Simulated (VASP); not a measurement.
# HfSiO4 (I4_1/amd) in VASP: a series of runs, part 2 of 3

VASP 6.6.1. Earlier steps stand in the parts before.

## 4. Single point, revPBE

This run uses another cell than the first one, of 11.25 Å³/atom.

File INCAR:

```
SYSTEM = HfSiO4
PREC     = Accurate       ! precision mode
ENCUT    = 520            ! plane-wave cutoff, eV
EDIFF    = 1E-7           ! SCF threshold, eV
ISMEAR   = -1             ! smearing method
SIGMA    = 0.05           ! smearing width, eV
LREAL    = .False.        ! projectors in reciprocal space
LASPH    = .True.         ! aspherical terms in the spheres
NELM     = 100            ! most SCF steps
ALGO     = Normal         ! electronic algorithm
ISIF     = 2              ! what is computed and relaxed
LWAVE    = .False.        ! write WAVECAR
LCHARG   = .False.        ! write CHGCAR
GGA      = RE             ! functional
NBANDS   = 50             ! bands
```

File KPOINTS:

```
regular mesh
0
Gamma
  5 5 5
  0 0 0
```

File POSCAR:

```
HfSiO4
1.0
   -3.3429499491      3.3429499491      3.0188583827
    3.3429499491     -3.3429499491      3.0188583827
    3.3429499491      3.3429499491     -3.0188583827
Hf Si O
2 2 8
Direct
    0.0000000000      0.0000000000      0.0000000000
    0.7500000000      0.2500000000      0.5000000000
    0.5000000000      0.5000000000      0.0000000000
    0.2500000000      0.7500000000      0.5000000000
    0.6810267858      0.4971924416      0.8161656557
    0.2471924416      0.9310267858      0.3161656557
    0.6810267858      0.8648611301      0.1838343443
    0.6148611301      0.9310267858      0.6838343443
    0.0689732142      0.3851388699      0.3161656557
    0.5028075584      0.3189732142      0.1838343443
    0.0689732142      0.7528075584      0.6838343443
    0.1351388699      0.3189732142      0.8161656557
```

Command:

```
$ cat potpaw_PBE.64/Hf_pv/POTCAR potpaw_PBE.64/Si/POTCAR potpaw_PBE.64/O/POTCAR > POTCAR
$ mpirun -np 1 vasp_std > vasp.out
```

Wall time 3.6 min (1 thread of Intel Xeon Platinum 8488C (Sapphire Rapids), shared host); peak memory 0.31 GiB.

It converged, with:

```yaml
Free_energy: -104.5242 eV
Pressure: -1.8 GPa
Largest_force: 0.146 eV/Å
Band_gap_on_the_k_mesh: 5.22 eV (least direct gap 5.53 eV)
```

Forces in eV/Å, atoms in the order of the input:
```
Hf   0.000  0.000  0.000
Hf   0.000  0.000  0.000
Si   0.000  0.000  0.000
Si   0.000  0.000  0.000
O   -0.099  0.000  0.108
O    0.000 -0.099  0.108
O    0.099  0.000  0.108
O    0.000  0.099  0.108
O   -0.099  0.000 -0.108
O    0.000  0.099 -0.108
O    0.099  0.000 -0.108
O    0.000 -0.099 -0.108
```

Stress tensor (GPa, compression positive):
```
-1.84  0.00  0.00
 0.00 -1.84  0.00
 0.00  0.00 -1.68
```

Levels at points of the mesh, in eV from the valence-band top:
```tsv
k point	band 34	band 35	band 36	band 37	band 38	band 39	band 40	band 41	band 42	band 43
(0.00, 0.00, 0.00)	-0.70	-0.61	-0.61	-0.51	0.00	5.53	5.85	5.96	5.96	5.96
```

Caveat: the PAW data sets were made with another functional, which shifts forces and pressure a little; spin-orbit coupling is left out, which moves the levels of the heavy elements; an odd mesh through Γ misses points on the zone boundary, where band edges can lie.

## 5. Relaxation of cell and atoms, revPBE

This run uses another cell than the first one, of 10.73 Å³/atom.

File INCAR:

```
SYSTEM = HfSiO4
  PREC = Accurate
  ENCUT = 600
  EDIFF = 1E-7
  ISMEAR = -1
  SIGMA = 0.05
  LREAL = .FALSE.
  LASPH = .TRUE.
  NELM = 100
  ALGO = Normal
  ISIF = 3
  LWAVE = .FALSE.
  LCHARG = .FALSE.
  GGA = RE
  IBRION = 2
  NSW = 60
  EDIFFG = -0.01
```

File KPOINTS:

```
regular mesh
0
G
  5 5 5
  0 0 0
```

File POSCAR:

```
HfSiO4
1.0
   -3.2862500000      3.2862500000      2.9816000000
    3.2862500000     -3.2862500000      2.9816000000
    3.2862500000      3.2862500000     -2.9816000000
Hf Si O
2 2 8
Direct
    0.0000000000      0.0000000000      0.0000000000
    0.7500000000      0.2500000000      0.5000000000
    0.5000000000      0.5000000000      0.0000000000
    0.2500000000      0.7500000000      0.5000000000
    0.6802000000      0.4957000000      0.8155000000
    0.2457000000      0.9302000000      0.3155000000
    0.6802000000      0.8647000000      0.1845000000
    0.6147000000      0.9302000000      0.6845000000
    0.0698000000      0.3853000000      0.3155000000
    0.5043000000      0.3198000000      0.1845000000
    0.0698000000      0.7543000000      0.6845000000
    0.1353000000      0.3198000000      0.8155000000
```

Potentials or basis: VASP PAW PBE potentials, release 64 (Hf_pv, Si, O).

Command:

```
$ cat potpaw_PBE.64/Hf_pv/POTCAR potpaw_PBE.64/Si/POTCAR potpaw_PBE.64/O/POTCAR > POTCAR
$ mpirun -np 1 vasp_std > vasp.out
```

OUTCAR:

```text
SYSTEM = HfSiO4
   PREC = Accurate
   ENCUT = 600
   EDIFF = 1E-7
   ISMEAR = -1
   LREAL = .FALSE.
   LASPH = .TRUE.
   NELM = 100
   ISIF = 3
   GGA = RE
   IBRION = 2
   NSW = 60
   EDIFFG = -0.01

 ion  position               nearest neighbor table
   1  0.000  0.000  0.000-   6 2.11   8 2.11   9 2.11  11 2.11   7 2.26  10 2.26  12 2.26   5 2.26
                             3 2.98   3 2.98   2 3.61   2 3.61   2 3.61   2 3.61
   2  0.750  0.250  0.500-   5 2.11   7 2.11  10 2.11  12 2.11   9 2.26  11 2.26   8 2.26   6 2.26
                             4 2.98   4 2.98   1 3.61   1 3.61   1 3.61   1 3.61
   3  0.500  0.500  0.000-   5 1.62   7 1.62  10 1.62  12 1.62   1 2.98   1 2.98
   4  0.250  0.750  0.500-   6 1.62   8 1.62   9 1.62  11 1.62   2 2.98   2 2.98
   5  0.680  0.496  0.816-   3 1.62   2 2.11   1 2.26
   6  0.246  0.930  0.316-   4 1.62   1 2.11   2 2.26
   7  0.680  0.865  0.184-   3 1.62   2 2.11   1 2.26
   8  0.615  0.930  0.684-   4 1.62   1 2.11   2 2.26
   9  0.070  0.385  0.316-   4 1.62   1 2.11   2 2.26
  10  0.504  0.320  0.184-   3 1.62   2 2.11   1 2.26
  11  0.070  0.754  0.684-   4 1.62   1 2.11   2 2.26
  12  0.135  0.320  0.816-   3 1.62   2 2.11   1 2.26

  LATTYP: Found a body centered tetragonal cell.
 ALAT       =     6.5725000000
 C/A-ratio  =     0.9072955496

  Lattice vectors:

 A1 = (  -3.2862500000,   3.2862500000,   2.9816000000)
 A2 = (   3.2862500000,  -3.2862500000,   2.9816000000)
 A3 = (   3.2862500000,   3.2862500000,  -2.9816000000)

Analysis of symmetry for initial positions (statically):
=====================================================================
 Subroutine PRICEL returns:
 Original cell was already a primitive cell.

 Routine SETGRP: Setting up the symmetry group for a
 body centered tetragonal supercell.

 Subroutine GETGRP returns: Found 16 space group operations
 (whereof  8 operations were pure point group operations)
 out of a pool of 16 trial point group operations.

The static configuration has the point symmetry D_2d.
 The point group associated with its full space group is D_4h.

Analysis of symmetry for dynamics (positions and initial velocities):
=====================================================================
 Subroutine PRICEL returns:
 Original cell was already a primitive cell.

 Routine SETGRP: Setting up the symmetry group for a
 body centered tetragonal supercell.

 Subroutine GETGRP returns: Found 16 space group operations
 (whereof  8 operations were pure point group operations)
 out of a pool of 16 trial point group operations.

The dynamic configuration has the point symmetry D_2d.
 The point group associated with its full space group is D_4h.

 Subroutine INISYM returns: Found 16 space group operations
 (whereof  8 operations are pure point group operations),
 and found     1 'primitive' translations

----------------------------------------------------------------------------------------

                                     Primitive cell

  volume of cell :     128.7984

  direct lattice vectors                    reciprocal lattice vectors
    -3.286250000  3.286250000  2.981600000     0.000000000  0.152149106  0.167695197
     3.286250000 -3.286250000  2.981600000     0.152149106  0.000000000  0.167695197
     3.286250000  3.286250000 -2.981600000     0.152149106  0.152149106  0.000000000

  length of vectors
     5.521667926  5.521667926  5.521667926     0.226431070  0.226431070  0.215171329

[... 61 lines left out ...]
  0.400000  0.200000  0.000000     16.000000
 -0.400000  0.200000 -0.000000     16.000000
[... 10 lines left out ...]
 -0.400000  0.400000  0.400000      4.000000
 -0.400000 -0.400000  0.400000      2.000000
   k-points           NKPTS =     18   k-points in BZ     NKDIM =     18   number of bands    NBANDS=     45
   number of dos      NEDOS =    301   number of ions     NIONS =     12
   total plane-waves  NPLWV = 110592
   dimension x,y,z NGX =    48 NGY =   48 NGZ =   48
   dimension x,y,z NGXF=    96 NGYF=   96 NGZF=   96
   ions per type =               2   2   8
   NGX,Y,Z   is equivalent  to a cutoff of  14.45, 14.45, 14.45 a.u.
   NGXF,Y,Z  is equivalent  to a cutoff of  28.90, 28.90, 28.90 a.u.
 SYSTEM =  HfSiO4
   PREC   = accura    normal or accurate (medium, high low for compatibility)
   ISTART =      0    job   : 0-new  1-cont  2-samecut
   ICHARG =      2    charge: 1-file 2-atom 10-const
   ISPIN  =      1    spin polarized calculation?
   LNONCOLLINEAR =      F non collinear calculations
   LSORBIT =      F    spin-orbit coupling
   LASPH  =      T    aspherical Exc in radial PAW
   ENCUT  =  600.0 eV  44.10 Ry    6.64 a.u.  11.03 11.03 11.03*2*pi/ulx,y,z
   NELM   =    100;   NELMIN=  2; NELMDL= -5     # of ELM steps
   EDIFF  = 0.1E-06   stopping-criterion for ELM
   LREAL  =      F    real-space projection
   EDIFFG = -.1E-01   stopping-criterion for IOM
   NSW    =     60    number of steps for IOM
   IBRION =      2    ionic relax: 0-MD 1-quasi-New 2-CG
   NFREE  =      1    steps in history (QN), initial steepest desc. (CG)
   ISIF   =      3    stress and relaxation
   ISYM   =      2    0-nonsym 1-usesym 2-fastsym
   POTIM  = 0.5000    time-step for ionic-motion
   TEBEG  =    0.0;   TEEND  =   0.0 temperature during run
   PSTRESS=    0.0 pullay stress
   NELECT =      76.0000    total number of electrons
   NUPDOWN=      -1.0000    fix difference up-down
   EMIN   =  10.00;   EMAX   =-10.00  energy-range for DOS
   EFERMI =   0.00;   METHOD = LEGACY
   ISMEAR =    -1;   SIGMA  =   0.05  broadening in eV -4-tet -1-fermi 0-gaus
   EFERMI_NEDOS =   21; number of points for ismear=-14 and -15
   IALGO  =     38    algorithm
   IMIX   =      4    mixing-type and parameters
     AMIX     =   0.40;   BMIX     =  1.00
     AMIX_MAG =   1.60;   BMIX_MAG =  1.00
  volume/ion in A,a.u.               =      10.73        72.43
  Fermi-wavevector in a.u.,A,eV,Ry     =   1.373122  2.594825 25.653301  1.885464
  Thomas-Fermi vector in A             =   2.498668
   LORBIT       =      0    0 simple, 1 ext, 2 COOP (PROOUT), +10 PAW based schemes
   GGA     = RE    functional components
   LHFCALC =     F    Hartree Fock is set to
   AEXX    =    0.0000 exact exchange contribution
   IVDW    =     0    specifies the selected vdW correction
   LEPSILON=     F    determine dielectric tensor
   LRPA    =     F    only Hartree local field effects (RPA)
 conjugate gradient relaxation of ions
 non-spin polarized calculation
  energy-cutoff  :      600.00
  volume of cell :      128.80
 maximum number of plane-waves:      4316
 NGX is ok and might be reduce to    48
   NGX = 23   NGY = 23   NGZ = 23

--------------------------------------- Ionic step        1  -------------------------------------------

 number of electron      76.0000006 magnetization

 Free energy of the ion-electron system (eV)
  ---------------------------------------------------
  ext. energy  EPLUGINS =         0.00000000
  ---------------------------------------------------
  free energy    TOTEN  =      -104.41693220 eV

  energy without entropy =     -104.41693220  energy(sigma->0) =     -104.41693220

------------------------ aborting loop because EDIFF is reached ----------------------------------------

  FORCE on cell =-STRESS in cart. coord.  units (eV):
  Direction    XX          YY          ZZ          XY          YZ          ZX
  --------------------------------------------------------------------------------------
  -------------------------------------------------------------------------------------
  Total        6.7710335      6.7710335      7.6692503      0.0000000      0.0000000      0.0000000
  in kB       84.2277061     84.2277061     95.4009994      0.0000000      0.0000000      0.0000000
  external PRESSURE =      87.9521372 kB  Pullay stress =       0.0000000 kB
[... 119 lines left out ...]
  FREE ENERGIE OF THE ION-ELECTRON SYSTEM (eV)
  ---------------------------------------------------
  free  energy   TOTEN  =      -104.5397398416 eV

  energy  without entropy=     -104.5397398415  energy(sigma->0) =     -104.53973984

[... ionic steps 4 to 8 ...]

--------------------------------------- Ionic step        9  -------------------------------------------

 number of electron      76.0000003 magnetization

------------------------ aborting loop because EDIFF is reached ----------------------------------------
[... 87 lines left out ...]
--------------------------------------- Ionic step       11  -------------------------------------------

 number of electron      76.0000003 magnetization

 Free energy of the ion-electron system (eV)
  ---------------------------------------------------
  ext. energy  EPLUGINS =         0.00000000
  ---------------------------------------------------
  free energy    TOTEN  =      -104.54800789 eV

  energy without entropy =     -104.54800789  energy(sigma->0) =     -104.54800789

 E-fermi :   4.1840     XC(G=0): -10.7340

 val. band max:        3.1172711569   @ k =   0.0000   0.0000   0.0000
 cond. band min:       8.4155603822   @ k =   0.2000   0.2000   0.2000
 fundamental gap:      5.2982892253
 Fermi energy:         4.1840406280

 k-point     1 :       0.0000    0.0000    0.0000
  band No.  band energies     occupation
      1     -26.4103      2.00000
      2     -26.4103      2.00000
      3     -26.3498      2.00000
      4     -26.3408      2.00000
      5     -26.2596      2.00000
      6     -26.2596      2.00000
[... 892 lines left out ...]
  FREE ENERGIE OF THE ION-ELECTRON SYSTEM (eV)
  ---------------------------------------------------
  free  energy   TOTEN  =      -104.5480078912 eV

  energy  without entropy=     -104.5480078911  energy(sigma->0) =     -104.54800789

 reached required accuracy - stopping structural energy minimisation
```

It took 22 min on 1 thread of Intel Xeon Platinum 8488C (Sapphire Rapids), shared host; peak memory 0.4 GiB.

What came out:

- Free energy: -104.5480 eV
- Relaxed volume: 11.12 Å³/atom
- Relaxed cell: a = 5.589 Å, b = 5.589 Å, c = 5.589 Å, α = 106.88°, β = 106.88°, γ = 114.78°
- Space group after relaxing (to 0.1 Å): I4_1/amd (No. 141)
- Energy gained by relaxing: 10.9 meV/atom
- Ionic steps: 11
- Pressure after relaxing: 0.0 GPa
- Largest force after relaxing: 0.009 eV/Å
- Band gap on the k mesh: 5.30 eV (least direct gap 5.63 eV)

Forces on the atoms (eV/Å):
```
Hf   0.000  0.000  0.000
Hf   0.000  0.000  0.000
Si   0.000  0.000  0.000
Si   0.000  0.000  0.000
O    0.009  0.000 -0.001
O    0.000  0.009 -0.001
O   -0.009  0.000 -0.001
O    0.000 -0.009 -0.001
O    0.009  0.000  0.001
O    0.000 -0.009  0.001
O   -0.009  0.000  0.001
O    0.000  0.009  0.001
```

Stress tensor (GPa, compression positive):
```
-0.09  0.00  0.00
 0.00 -0.09  0.00
 0.00  0.00  0.04
```

Step by step:
```
step  energy change (eV)  largest force (eV/Å)  pressure (GPa)  volume (Å³)
   1              0.0000                0.5187            8.80       128.80
   2              0.2390                1.2952          -11.24       140.10
   3             -0.1228                0.2498            0.55       132.78
   4             -0.1228                0.2362            0.70       132.70
   5             -0.1270                0.1694           -0.50       133.85
   6             -0.1298                0.0456           -0.03       133.40
   7             -0.1298                0.0471           -0.06       133.42
   8             -0.1306                0.0338           -0.01       133.42
   9             -0.1310                0.0160            0.07       133.44
  10             -0.1310                0.0251           -0.14       133.54
  11             -0.1311                0.0094           -0.04       133.49
```

Final structure:
```
Hf Si O
1.0
    -3.32883    3.32883    3.01167
     3.32883   -3.32883    3.01167
     3.32883    3.32883   -3.01167
Hf Si O
2 2 8
Direct
  0.00000 0.00000 0.00000
  0.75000 0.25000 0.50000
  0.50000 0.50000 0.00000
  0.25000 0.75000 0.50000
  0.68141 0.49696 0.81555
  0.24696 0.93141 0.31555
  0.68141 0.86587 0.18445
  0.61587 0.93141 0.68445
  0.06859 0.38413 0.31555
  0.50304 0.31859 0.18445
  0.06859 0.75304 0.68445
  0.13413 0.31859 0.81555
```

Caveat: the PAW data sets were made with another functional, which shifts forces and pressure a little; spin-orbit coupling is left out, which moves the levels of the heavy elements; an odd mesh through Γ misses points on the zone boundary, where band edges can lie.

[end of part 2 of 3]
